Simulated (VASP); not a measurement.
A run of VASP 6.6.1 is set up as follows.

Contents of INCAR:

```
SYSTEM = BN
PREC     = Accurate       ! precision mode
ENCUT    = 520            ! plane-wave cutoff, eV
EDIFF    = 1E-7           ! SCF threshold, eV
ISMEAR   = 1              ! smearing method
SIGMA    = 0.05           ! smearing width, eV
LREAL    = .False.        ! projectors in reciprocal space
LASPH    = .True.         ! aspherical terms in the spheres
NELM     = 100            ! most SCF steps
ALGO     = Normal         ! electronic algorithm
ISIF     = 2              ! what is computed and relaxed
LWAVE    = .False.        ! write WAVECAR
LCHARG   = .False.        ! write CHGCAR
GGA      = PE             ! functional
IVDW     = 12             ! dispersion correction
NBANDS   = 16             ! bands
```

The input KPOINTS:

```
regular mesh
0
Gamma
  12 12 4
  0 0 0
```

The input POSCAR:

```
BN
1.0
    2.5061127838      0.0000000000      0.0000000000
   -1.2530563919      2.1703573356      0.0000000000
    0.0000000000      0.0000000000      6.5923998870
B N
2 2
Direct
    0.0049070261      0.0098140521      0.5000000000
    0.3350651975      0.6701303949      0.0000000000
   -0.0013364800     -0.0026729601      0.0000000000
    0.6628795369      0.3257590738      0.5000000000
```

Potentials or basis: VASP PAW PBE potentials, release 64 (B, N).

Launch:

```bash
$ cat potpaw_PBE.64/B/POTCAR potpaw_PBE.64/N/POTCAR > POTCAR
$ mpirun -np 1 vasp_std > vasp.out
```

**Question.** What does it give for the band gap on the k mesh?

**Answer.** 4.29 eV (least direct gap 4.47 eV).

**Question.** Predict the largest force.

**Answer.** 1.461 eV/Å.

Forces in eV/Å, atoms in the order of the input:
```
B    0.000 -1.461  0.000
B    0.000 -0.536  0.000
N    0.000  0.536  0.000
N    0.000  1.461  0.000
```

Caveat: the cell differs from its parent crystal (atoms displaced along a vibrational mode); forces of over 1 eV/Å act on the atoms, so gaps and moduli don't describe the material at rest. A k mesh can miss the band edges.
